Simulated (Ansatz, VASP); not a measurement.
**Two plane-wave programs on AlN**

The input POSCAR:

```
AlN
1.0
    3.0600933540      0.0000000000      0.0000000000
   -1.5300466770      2.6501185825      0.0000000000
    0.0000000000      0.0000000000      4.9039126757
Al N
2 2
Direct
    0.3333333333      0.6666666667     -0.0034405326
    0.6666666667      0.3333333333      0.4965594674
    0.3333333333      0.6666666667      0.3784405326
    0.6666666667      0.3333333333      0.8784405326
```

The input INCAR.step1:

```
SYSTEM = AlN
PREC = Accurate
ENCUT = 520
EDIFF = 1E-5
ISMEAR = 0
SIGMA = 0.01
LREAL = .False.
LASPH = .True.
NELM = 100
ALGO = Normal
ISIF = 2
LWAVE = .True.
NBANDS = 16
GGA = PE
```

The input INCAR.step2:

```
SYSTEM = AlN
PREC = Accurate
ENCUT = 520
EDIFF = 1E-6
ISMEAR = 0
SIGMA = 0.01
LREAL = .False.
LASPH = .True.
NELM = 100
ALGO = Normal
ISIF = 2
LWAVE = .False.
LCHARG = .True.
GGA = PE
LHFCALC = .True.
HFSCREEN = 0.2079
PRECFOCK = Normal
LELF = .True.
LVHAR = .True.
NBANDS = 16
ISTART = 1
```

File KPOINTS:

```
regular mesh
0
Gamma
  6 6 4
  0 0 0
```

Input for Ansatz:

```yaml
crystal:
  lattice:
    - [3.060093354, 0.0, 0.0]
    - [-1.530046677, 2.6501185825, 0.0]
    - [0.0, 0.0, 4.9039126757]
  atoms:
    - { symbol: Al, position: [0.3333333333, 0.6666666667, -0.0034405326] }
    - { symbol: Al, position: [0.6666666667, 0.3333333333, 0.4965594674] }
    - { symbol: "N", position: [0.3333333333, 0.6666666667, 0.3784405326] }
    - { symbol: "N", position: [0.6666666667, 0.3333333333, 0.8784405326] }
kpoints:
  mp_grid: { grid: [6, 6, 4] }
  band_path:
    path:
      - [0.0, 0.0, 0.0]
      - [0.5, 0.0, 0.0]
      - [0.3333333333, 0.3333333333, 0.0]
      - [0.0, 0.0, 0.5]
      - [0.5, 0.0, 0.5]
      - [0.3333333333, 0.3333333333, 0.5]
    npoints: 1
hamiltonian:
  xc: hse06
scf:
  occupations: { method: fixed }
  n_extra_bands: 5
output:
  forces: true
  stress: true
  eigenvalues: true
  write_density: true
  write_potential: true
  elf: true
  volumetric_format: npy
```

Change from the starting cell: hydrostatic strain -1.5%.

Alike in both runs: task single point; functional HSE06; k mesh 6 × 6 × 4; no spin polarisation.

```csv
,VASP,Ansatz
version,VASP 6.6.1,Ansatz 0.2.0
potentials or method,"VASP PAW PBE potentials, release 64 (Al, N)","plane waves, PAW"
plane-wave cutoff (eV),520,420
occupations,"gaussian, width 0.01 eV",fixed
valence electrons in the cell,16,16
```

Ansatz gave:

| Quantity | Value |
| --- | --- |
| gap on the k mesh at the Fermi level (eV) | 6.04 |
| pressure (GPa) | 9.8 |
| traceless stress, the component that is largest in VASP (GPa) | -0.85 |
| rms of the force components (eV/Å) | 0.005 |

Which values does VASP return?

gap on the k mesh at the Fermi level (eV): 6.03; pressure (GPa): 9.7; traceless stress, the component that is largest in VASP (GPa): -0.75; rms of the force components (eV/Å): 0.003.

Atom by atom the forces differ by 0.002 eV/Å (rms over components). Ansatz's warnings: stress exchange threshold loose, stress scf threshold loose.
